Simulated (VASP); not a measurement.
Wanted: the native input for a VASP 6.6.1 run.

| Quantity | Value |
| --- | --- |
| Task | single point |
| Functional | PBE |
| Potentials or basis | VASP PAW PBE potentials, release 64 (Rh_pv) |
| Cutoff | 520 eV |
| k mesh | 6 × 6 × 4 |
| Occupations | gaussian, width 0.1 eV |
| Spin | no spin polarisation |
| Dipole correction | no |
| Further INCAR settings | ALGO = Fast; EDIFF = 1e-06; NBANDS = 22 |

The structure of Rh lies in POSCAR:

```
Rh
1.0
    2.6839650000      0.0000000000      0.0000000000
   -1.3419830000      2.3243820000      0.0000000000
    0.0000000000      0.0000000000      4.3828970000
Rh
2
Direct
    0.0000000000      0.0000000000      0.0000000000
    0.3333333300      0.6666666700      0.5000000000
```

These files were run (other wordings do the same):

INCAR

```
SYSTEM = Rh
  ALGO = Fast
  EDIFF = 1E-6
  ENCUT = 520
  GGA = PE
  ISIF = 2
  ISMEAR = 0
  LASPH = .TRUE.
  LCHARG = .FALSE.
  LREAL = .FALSE.
  LWAVE = .FALSE.
  NBANDS = 22
  NELM = 100
  PREC = Accurate
  SIGMA = 0.1
```

KPOINTS

```
k-points
0
G
  6 6 4
  0 0 0
```

Potentials or basis: VASP PAW PBE potentials, release 64 (Rh_pv).

Command:

```sh
$ cat potpaw_PBE.64/Rh_pv/POTCAR > POTCAR
$ mpirun -np 1 vasp_std > vasp.out
```

It gave:

```json
{"Pressure": "8.6 GPa", "Band gap on the k mesh": "zero (band 15 reaches 12.78 eV, above the bottom of band 16 at 10.28 eV)"}
```

Caveat: the k points lie up to 0.45 Å⁻¹ apart.

Wall time 11 s on 1 thread of Intel(R) Xeon(R) Platinum 8259CL CPU @ 2.50GHz (Skylake/Cascade Lake), on a shared host, peak memory 0.14 GiB.
